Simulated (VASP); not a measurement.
AlN:

```
CELL_PARAMETERS angstrom
0.00000 1.97800 1.97800
1.97800 0.00000 1.97800
1.97800 1.97800 0.00000
ATOMIC_POSITIONS crystal
Al 0.00000 0.00000 0.00000
N 0.50000 0.50000 0.50000
```

Base run:

| Item | Value |
| --- | --- |
| Program | VASP 6.6.1 |
| Functional | r2SCAN |
| Potentials or basis | VASP PAW PBE potentials, release 64 (Al, N) |
| Cutoff | 520 eV |
| k mesh | 10 × 10 × 10 |
| Occupations | fermi-dirac, width 0.02 eV |
| Spin | no spin polarisation |

Its results: band gap on the k mesh 5.87 eV, indirect (least direct gap 7.53 eV); pressure 18.2 GPa.

The run is repeated on the same cell with these changes: functional from r2SCAN to PBE. What comes out?

Band gap on the k mesh 5.19 eV, indirect (least direct gap 6.66 eV); pressure 25.2 GPa.

r2SCAN gives the wider gap, since meta-GGAs in the generalised Kohn-Sham scheme recover part of the derivative discontinuity.

Caveats: the PAW data sets were made with another functional, which shifts forces and pressure a little (some runs).

A k mesh can miss the band edges.
